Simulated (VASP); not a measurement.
Set up this calculation in VASP 6.6.1, as the native input.

```
Task                   : single point
Functional             : PBEsol
Potentials or basis    : VASP PAW PBE potentials, release 64 (Cu)
Cutoff                 : 520 eV
k mesh                 : 28 × 28 × 28
Occupations            : gaussian, width 0.15 eV
Spin                   : no spin polarisation
Dipole correction      : no
Further INCAR settings : ALGO = Fast; EDIFF = 1e-06; NBANDS = 12
```

The structure of Cu lies in POSCAR:

```
Cu
1.0
    0.0000000000      1.7816860088      1.6926017084
    1.7816860088      0.0000000000      1.6926017084
    1.7816860088      1.7816860088      0.0000000000
Cu
1
Direct
    0.0000000000      0.0000000000      0.0000000000
```

This cell differs from its parent crystal: strain +0.000 along x and y, -0.050 along z.

One way to write it, as run:

INCAR

```
  ALGO = Fast
  EDIFF = 1E-6
  ENCUT = 520
  GGA = PS
  ISIF = 2
  ISMEAR = 0
  LASPH = True
  LCHARG = False
  LREAL = False
  LWAVE = False
  NBANDS = 12
  NELM = 100
  PREC = Accurate
  SIGMA = 0.15
```

KPOINTS

```
k-points
0
Gamma
  28 28 28
```

Potentials or basis: VASP PAW PBE potentials, release 64 (Cu).

Command:

```sh
$ cat potpaw_PBE.64/Cu/POTCAR > POTCAR
$ mpirun -np 1 vasp_std > vasp.out
```

Results of the run:

| Property | Result |
| --- | --- |
| Pressure | 10.9 GPa |
| Band gap on the k mesh | zero (an odd number of electrons rules out a gap without spin polarisation) |

Caveat: the cell differs from its parent crystal (strain +0.000 along x and y, -0.050 along z); the cell stands under pressure; the PAW data sets were made with another functional, which shifts forces and pressure a little.

Run time: 5.2 min on 1 thread of Intel(R) Xeon(R) Platinum 8175M CPU @ 2.50GHz (Skylake/Cascade Lake) (shared host), peak memory 0.3 GiB.
